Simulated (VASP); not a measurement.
Here is a VASP 6.6.1 calculation.

INCAR

```
ALGO = Normal
DIPOL = 0.5 0.5 0.357
EDIFF = 1E-6
ENCUT = 520
GGA = PE
IDIPOL = 3
ISIF = 2
ISMEAR = 0
IVDW = 12
LASPH = T
LCHARG = T
LDIPOL = T
LELF = T
LREAL = F
LVACPOTAV = T
LVHAR = T
LWAVE = F
NBANDS = 16
NELM = 100
PREC = Accurate
SIGMA = 0.1
```

Contents of KPOINTS:

```
k-points
0
Gamma
  15 15 1
```

Contents of POSCAR:

```
C
1.0
    2.4656524409      0.0000000000      0.0000000000
   -1.2328262205      2.1353176508      0.0000000000
    0.0000000000      0.0000000000     17.5000663883
C
4
Direct
    0.6666666667      0.3333333333      0.2571437784
    0.3333333333      0.6666666667      0.2571418816
    0.8333333333      0.3333333333      0.4577163429
    0.5000000000      0.6666666667      0.4577144461
```

Potentials or basis: VASP PAW PBE potentials, release 64 (C).

The run is started by

```console
$ cat potpaw_PBE.64/C/POTCAR > POTCAR
$ mpirun -np 1 vasp_std > vasp.out
```

**Question.** Estimate the largest force.

**Answer.** 0.008 eV/Å.

**Question.** Estimate the band gap on the k mesh.

**Answer.** 0.45 eV, direct.

Forces on the atoms (eV/Å):
```
C   -0.007  0.000 -0.004
C   -0.007  0.000 -0.004
C    0.007  0.000  0.004
C    0.007  0.000  0.004
```
